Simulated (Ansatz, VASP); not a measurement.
## Two plane-wave programs on C

Contents of INCAR:

```
ALGO = Normal
EDIFF = 1E-6
ENCUT = 520
GGA = PE
ISIF = 2
ISMEAR = -1
LASPH = T
LCHARG = F
LREAL = F
LWAVE = F
NBANDS = 11
NELM = 100
PREC = Accurate
SIGMA = 0.02
```

KPOINTS

```
k-points
0
Gamma
  12 12 12
```

File POSCAR:

```
C
1.0
   -0.0573199973      1.7228041438      1.7228041438
    1.7228041438     -0.0573199973      1.7228041438
    1.7228041438      1.7228041438     -0.0573199973
C
2
Direct
   -0.0007816112     -0.0007816112     -0.0007816112
    0.2507816112      0.2507816112      0.2507816112
```

Input for Ansatz:

```yaml
crystal:
  lattice:
    - [-0.0573199973, 1.7228041438, 1.7228041438]
    - [1.7228041438, -0.0573199973, 1.7228041438]
    - [1.7228041438, 1.7228041438, -0.0573199973]
  atoms:
    - { symbol: C, position: [-0.0007816112, -0.0007816112, -0.0007816112] }
    - { symbol: C, position: [0.2507816112, 0.2507816112, 0.2507816112] }
kpoints:
  mp_grid: { grid: [12, 12, 12] }
  band_path:
    path:
      - [0.0, 0.0, 0.0]
      - [0.5, 0.0, 0.5]
      - [0.625, 0.25, 0.625]
      - [0.375, 0.375, 0.75]
      - [0.5, 0.5, 0.5]
      - [0.5, 0.25, 0.75]
      - [0.003906, 0.402344, 0.402344]
    npoints: 1
hamiltonian:
  xc: pbe
scf:
  occupations: { method: fermi_dirac, width: 0.02 }
  n_extra_bands: 4
output:
  forces: true
  stress: true
  eigenvalues: true
```

Change from the starting cell: shear_111 strain -4.8%.

Alike in both runs: task single point; functional PBE; k mesh 12 × 12 × 12; occupations fermi-dirac, width 0.02 eV; no spin polarisation.

```csv
,VASP,Ansatz
version,VASP 6.6.1,Ansatz 0.2.0
potentials or method,"VASP PAW PBE potentials, release 64 (C)","plane waves, PAW"
plane-wave cutoff (eV),520,420
valence electrons in the cell,8,8
```

```csv
,VASP,Ansatz,Ansatz less VASP
gap on the k mesh at the Fermi level (eV),3.98,3.99,+0.009
pressure (GPa),30.6,29.6,-0.92
"traceless stress, the component that is largest in VASP (GPa)",21.36,21.24,-0.118
rms of the force components (eV/Å),0.052,0.043,-0.0088
```

Atom by atom the forces differ by 0.009 eV/Å (rms over components). Both programs put the cell under a high pressure, so it lies far from rest at this level.
